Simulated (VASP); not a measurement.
# MnF2 (P4_2/mnm) in VASP: single point with LDA+U

Aim: the single point of MnF2 with LDA+U.

Everything below comes from runs of VASP 6.6.1. Logs are shortened: lines on timing, memory, paths and dates and some standing lists are left out, and cuts for length are marked.

### 1 The cell of the first run

Symmetry: P4_2/mnm, No. 136, tetragonal system. Conventional cell: a = 4.874 Å, b = 4.874 Å, c = 3.311 Å, α = 90.00°, β = 90.00°, γ = 90.00°. Within 2.8 Å of Mn (site symmetry mmm) lie 6 F at 2.10 to 2.13 Å. F (site symmetry m2m) has 3 Mn at 2.10 to 2.13 Å and 1 F at 2.68 Å within 2.8 Å.

### 2 Single point, LDA+U, collinear spin, ferromagnetic start

The input, INCAR:

```
PREC     = Accurate       # precision mode
ENCUT    = 600            # plane-wave cutoff, eV
EDIFF    = 1E-6           # SCF threshold, eV
ISMEAR   = 0              # smearing method
SIGMA    = 0.02           # smearing width, eV
LREAL    = False          # projectors in reciprocal space
LASPH    = True           # aspherical terms in the spheres
NELM     = 200            # most SCF steps
ALGO     = Normal         # electronic algorithm
ISIF     = 2              # what is computed and relaxed
LWAVE    = False          # write WAVECAR
LCHARG   = False          # write CHGCAR
ISPIN    = 2              # spin polarisation
MAGMOM   = 5 5 0 0 0 0    # initial moments
LORBIT   = 11             # projections on sites
LMAXMIX  = 4              # l up to which the mixer works
LDAU     = True           # DFT+U
LDAUTYPE = 2            
LDAUL    = 2 -1           # shell
LDAUU    = 4 0            # U, eV
LDAUJ    = 0 0          
LDAUPRINT= 1            
GGA      = CA             # functional
NBANDS   = 40             # bands
GGA_COMPAT= False
```

The input, KPOINTS:

```
Automatic mesh
0
Gamma
  6 6 9
```

The input, POSCAR:

```
MnF2
1.0
    4.8738000000      0.0000000000      0.0000000000
    0.0000000000      4.8738000000      0.0000000000
    0.0000000000      0.0000000000      3.3107000000
Mn F
2 4
Direct
    0.0000000000      0.0000000000      0.0000000000
    0.5000000000      0.5000000000      0.5000000000
    0.3053000000      0.3053000000      0.0000000000
    0.1947000000      0.8053000000      0.5000000000
    0.6947000000      0.6947000000      0.0000000000
    0.8053000000      0.1947000000      0.5000000000
```

Potentials or basis: VASP PAW LDA potentials, release 64 (Mn_pv, F).

On the command line:

```sh
$ cat potpaw_LDA.64/Mn_pv/POTCAR potpaw_LDA.64/F/POTCAR > POTCAR
$ mpirun -np 1 vasp_std > vasp.out
```

OUTCAR:

```text
PREC = Accurate
   ENCUT = 600
   EDIFF = 1E-6
   ISMEAR = 0
   LREAL = False
   LASPH = True
   NELM = 200
   ISIF = 2
   ISPIN = 2
   LORBIT = 11
   GGA = CA

 ion  position               nearest neighbor table
   1  0.000  0.000  0.000-   3 2.10   5 2.10   4 2.13   6 2.13   4 2.13   6 2.13
   2  0.500  0.500  0.500-   4 2.10   6 2.10   5 2.13   3 2.13   3 2.13   5 2.13
   3  0.305  0.305  0.000-   1 2.10   2 2.13   2 2.13
   4  0.195  0.805  0.500-   2 2.10   1 2.13   1 2.13
   5  0.695  0.695  0.000-   1 2.10   2 2.13   2 2.13
   6  0.805  0.195  0.500-   2 2.10   1 2.13   1 2.13

  LATTYP: Found a simple tetragonal cell.
 ALAT       =     4.8738000000
 C/A-ratio  =     0.6792851574

  Lattice vectors:

 A1 = (   4.8738000000,   0.0000000000,   0.0000000000)
 A2 = (   0.0000000000,   4.8738000000,   0.0000000000)
 A3 = (   0.0000000000,   0.0000000000,   3.3107000000)

Analysis of symmetry for initial positions (statically):
=====================================================================
 Subroutine PRICEL returns:
 Original cell was already a primitive cell.

 Routine SETGRP: Setting up the symmetry group for a
 simple tetragonal supercell.

 Subroutine GETGRP returns: Found 16 space group operations
 (whereof  8 operations were pure point group operations)
 out of a pool of 16 trial point group operations.

The static configuration has the point symmetry D_2h.
 The point group associated with its full space group is D_4h.

Analysis of symmetry for dynamics (positions and initial velocities):
=====================================================================
 Subroutine PRICEL returns:
 Original cell was already a primitive cell.

 Routine SETGRP: Setting up the symmetry group for a
 simple tetragonal supercell.

 Subroutine GETGRP returns: Found 16 space group operations
 (whereof  8 operations were pure point group operations)
 out of a pool of 16 trial point group operations.

The dynamic configuration has the point symmetry D_2h.
 The point group associated with its full space group is D_4h.

Analysis of structural, dynamic, and magnetic symmetry:
=====================================================================
 Subroutine PRICEL returns:
[... 224 lines left out ...]
  o =  0.9461  v =  0.0000  0.0000  0.0000  0.0000  1.0000  0.0000  0.0000  0.0000  0.0000  0.0000      0.0000  0.0000  0.0000  0.0000  0.0000  0.0000  0.0000  0.0000  0.0000  0.0000
  o =  0.9463  v =  0.0000  0.7071  0.0000 -0.7071 -0.0000  0.0000  0.0000  0.0000  0.0000  0.0000      0.0000  0.0000  0.0000  0.0000  0.0000  0.0000  0.0000  0.0000  0.0000  0.0000
  o =  0.9814  v =  0.0000  0.7071  0.0000  0.7071 -0.0000  0.0000  0.0000  0.0000  0.0000  0.0000      0.0000  0.0000  0.0000  0.0000  0.0000  0.0000  0.0000  0.0000  0.0000  0.0000
  o =  0.9848  v = -0.7917  0.0000 -0.6110  0.0000  0.0000  0.0000  0.0000  0.0000  0.0000  0.0000      0.0000  0.0000  0.0000  0.0000  0.0000  0.0000  0.0000  0.0000  0.0000  0.0000

 number of electron      54.0000035 magnetization       9.9999996

 Free energy of the ion-electron system (eV)
  ---------------------------------------------------
  ext. energy  EPLUGINS =         0.00000000
  ---------------------------------------------------
  free energy    TOTEN  =       -40.07095425 eV

  energy without entropy =      -40.07095425  energy(sigma->0) =      -40.07095425

 E-fermi :   2.1267     XC(G=0): -10.4656

 val. band max:        1.8523559248   @ k =   0.0000   0.0000   0.0000
 cond. band min:       3.9701625877   @ k =   0.0000   0.0000   0.0000
 fundamental gap:      2.1178066628
 Fermi energy:         2.1267158640

 spin component 1

 k-point     1 :       0.0000    0.0000    0.0000
  band No.  band energies     occupation
      1     -46.5881      1.00000
      2     -46.5881      1.00000
      3     -46.5319      1.00000
      4     -46.5319      1.00000
      5     -46.5278      1.00000
      6     -46.5258      1.00000
[... 2009 lines left out ...]
     38      13.5785      0.00000
     39      14.6874      0.00000

 [... further k-points ...]

 [bands above 39 left out]

------------------------ aborting loop because EDIFF is reached ----------------------------------------

  FORCE on cell =-STRESS in cart. coord.  units (eV):
  Direction    XX          YY          ZZ          XY          YZ          ZX
  --------------------------------------------------------------------------------------
  -------------------------------------------------------------------------------------
  Total       -2.0643709     -2.0643709     -2.5396664     -0.0000000      0.0000000      0.0000000
  in kB      -42.0574643    -42.0574643    -51.7406665     -0.0000000      0.0000000      0.0000000
  external PRESSURE =     -45.2851984 kB  Pullay stress =       0.0000000 kB

 VOLUME and BASIS-vectors are now :
 -----------------------------------------------------------------------------
  energy-cutoff  :      600.00
  volume of cell :       78.64
      direct lattice vectors                 reciprocal lattice vectors
     4.873800000  0.000000000  0.000000000     0.205178711  0.000000000  0.000000000
     0.000000000  4.873800000  0.000000000     0.000000000  0.205178711  0.000000000
     0.000000000  0.000000000  3.310700000     0.000000000  0.000000000  0.302050926

 POSITION                                       TOTAL-FORCE (eV/Angst)
 -----------------------------------------------------------------------------------
      0.00000      0.00000      0.00000        -0.000000      0.000000      0.000000
      2.43690      2.43690      1.65535        -0.000000      0.000000      0.000000
      1.48797      1.48797      0.00000         0.022879      0.022879     -0.000000
      0.94893      3.92487      1.65535        -0.022879      0.022879      0.000000
      3.38583      3.38583      0.00000        -0.022879     -0.022879      0.000000
      3.92487      0.94893      1.65535         0.022879     -0.022879      0.000000
 -----------------------------------------------------------------------------------
    total drift:                               -0.000000     -0.000000     -0.000000

  FREE ENERGIE OF THE ION-ELECTRON SYSTEM (eV)
  ---------------------------------------------------
  free  energy   TOTEN  =       -40.0709542530 eV

  energy  without entropy=      -40.0709542530  energy(sigma->0) =      -40.07095425

 total charge

# of ion       s       p       d       tot
------------------------------------------
    1        0.172   6.153   4.952  11.276
    2        0.172   6.153   4.952  11.276
    3        1.720   4.351   0.000   6.071
    4        1.720   4.351   0.000   6.071
    5        1.720   4.351   0.000   6.071
    6        1.720   4.351   0.000   6.071
--------------------------------------------------
tot          7.225  29.709   9.903  46.837

 magnetization (x)

# of ion       s       p       d       tot
------------------------------------------
    1        0.020   0.018   4.622   4.659
    2        0.020   0.018   4.622   4.659
    3        0.006   0.056   0.000   0.062
    4        0.006   0.056   0.000   0.062
    5        0.006   0.056   0.000   0.062
    6        0.006   0.056   0.000   0.062
--------------------------------------------------
tot          0.066   0.258   9.244   9.567
```

OSZICAR:

```text
N       E                     dE             d eps       ncg     rms          rms(c)
DAV:   1     0.725407582173E+03    0.72541E+03   -0.32314E+04  8088   0.169E+03
DAV:   2     0.239738332246E+02   -0.70143E+03   -0.65032E+03  8352   0.492E+02
DAV:   3    -0.400171318650E+02   -0.63991E+02   -0.63251E+02  9208   0.159E+02
DAV:   4    -0.410908413411E+02   -0.10737E+01   -0.10728E+01  8600   0.224E+01
DAV:   5    -0.411034673062E+02   -0.12626E-01   -0.12626E-01  9056   0.244E+00    0.207E+01
DAV:   6    -0.392008034700E+02    0.19027E+01   -0.14073E+01  9064   0.302E+01    0.159E+01
DAV:   7    -0.398462186701E+02   -0.64542E+00   -0.14271E+00  8288   0.101E+01    0.104E+01
DAV:   8    -0.391118933017E+02    0.73433E+00   -0.42758E-01  8864   0.652E+00    0.529E+00
DAV:   9    -0.400656082667E+02   -0.95371E+00   -0.10770E-01  8872   0.400E+00    0.102E+00
DAV:  10    -0.400706484824E+02   -0.50402E-02   -0.24685E-02  8624   0.118E+00    0.205E-01
DAV:  11    -0.400709471298E+02   -0.29865E-03   -0.16223E-03  8912   0.256E-01    0.107E-01
DAV:  12    -0.400709655788E+02   -0.18449E-04   -0.20530E-04  8840   0.109E-01    0.640E-02
DAV:  13    -0.400709463709E+02    0.19208E-04   -0.53970E-05  8696   0.473E-02    0.535E-02
DAV:  14    -0.400709517468E+02   -0.53760E-05   -0.11199E-05  8320   0.228E-02    0.582E-03
DAV:  15    -0.400709542431E+02   -0.24962E-05   -0.11122E-06  5608   0.779E-03    0.225E-03
DAV:  16    -0.400709542530E+02   -0.99617E-08   -0.12412E-07  4280   0.249E-03
   1 F= -.40070954E+02 E0= -.40070954E+02  d E =-.326475E-86  mag=    10.0000
```

stdout:

```text
POSCAR found type information on POSCAR MnF
 POSCAR found :  2 types and       6 ions
 scaLAPACK will be used
 LDA part: xc-table for (Slater(with rela. corr.)+CA(PZ))
 , standard interpolation
 POSCAR, INCAR and KPOINTS ok, starting setup
 FFT: planning ... GRIDC
 FFT: planning ... GRID_SOFT
 FFT: planning ... GRID
 WAVECAR not read
 entering main loop
```

It took 8 min on 1 thread of Intel Xeon 8259CL, shared host; peak memory 0.36 GiB.

Results:

```yaml
Free_energy: -40.0710 eV
Pressure: -4.5 GPa
Largest_force: 0.032 eV/Å
Band_gap_on_the_k_mesh: 2.12 eV
Net_moment: 10.00 μB per cell
Site_moments: Mn +4.66; F +0.06 μB
Valence_electrons_inside_the_program's_atomic_spheres: Mn 11.28; F 6.07
```

Forces in eV/Å, atoms in the order of the input:
```
Mn   0.000  0.000  0.000
Mn   0.000  0.000  0.000
F    0.023  0.023  0.000
F   -0.023  0.023  0.000
F   -0.023 -0.023  0.000
F    0.023 -0.023  0.000
```

Eigenvalues of the final occupation matrices:
```csv
site,spin,trace,eigenvalues
site 1 d,1,4.80,0.94 0.95 0.95 0.98 0.98
site 1 d,2,0.17,0.01 0.01 0.02 0.06 0.07
site 2 d,1,4.80,0.94 0.95 0.95 0.98 0.98
site 2 d,2,0.17,0.01 0.01 0.02 0.06 0.07
```

Caveat: the cell stands under tension; the run started ferromagnetic, and an antiferromagnetic order may lie lower in energy. A k mesh can miss the band edges.
